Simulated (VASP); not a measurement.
Crystal: Sb.

```
CELL_PARAMETERS angstrom
3.35453 0.00000 0.00000
-1.67727 2.90511 0.00000
0.00000 0.00000 5.47016
ATOMIC_POSITIONS crystal
Sb 0.66667 0.33333 0.75000
Sb 0.33333 0.66667 0.25000
```

| Quantity | Value |
| --- | --- |
| Program | VASP 6.6.1 |
| Task | relaxation of cell and atoms |
| Functional | PBEsol |
| Dispersion | D3(BJ) |
| Potentials or basis | VASP PAW PBE potentials, release 64 (Sb) |
| Cutoff | 600 eV |
| k mesh | 9 × 9 × 5 |
| Occupations | fermi-dirac, width 0.05 eV |
| Spin | no spin polarisation |

At the start: pressure -4.9 GPa; volume 26.65 Å³/atom.

Question: How do energy, volume and symmetry change on relaxing?

Answer: Over 7 steps the energy falls by 31.6 meV/atom and the volume is 24.74 Å³/atom (-7.2 %); space group P6_3/mmc (No. 194, to 0.05 Å).

The path:
```
step  energy change (eV)  largest force (eV/Å)  pressure (GPa)  volume (Å³)
   1              0.0000                0.0000           -4.86        53.31
   2             -0.0376                0.0000            3.97        47.32
   3             -0.0631                0.0000           -0.02        49.48
   4             -0.0631                0.0000            0.10        49.41
   5             -0.0631                0.0000           -0.06        49.51
   6             -0.0631                0.0000           -0.04        49.49
   7             -0.0631                0.0000           -0.01        49.47
```

Final structure:
```
Sb
1.0
     3.27173    0.00000    0.00000
    -1.63586    2.83340    0.00000
     0.00000    0.00000    5.33702
Sb
2
Direct
  0.66667 0.33333 0.75000
  0.33333 0.66667 0.25000
```

Caveat: the PAW data sets were made with another functional, which shifts forces and pressure a little; pairwise dispersion overbinds metals, which lowers pressure and volume.
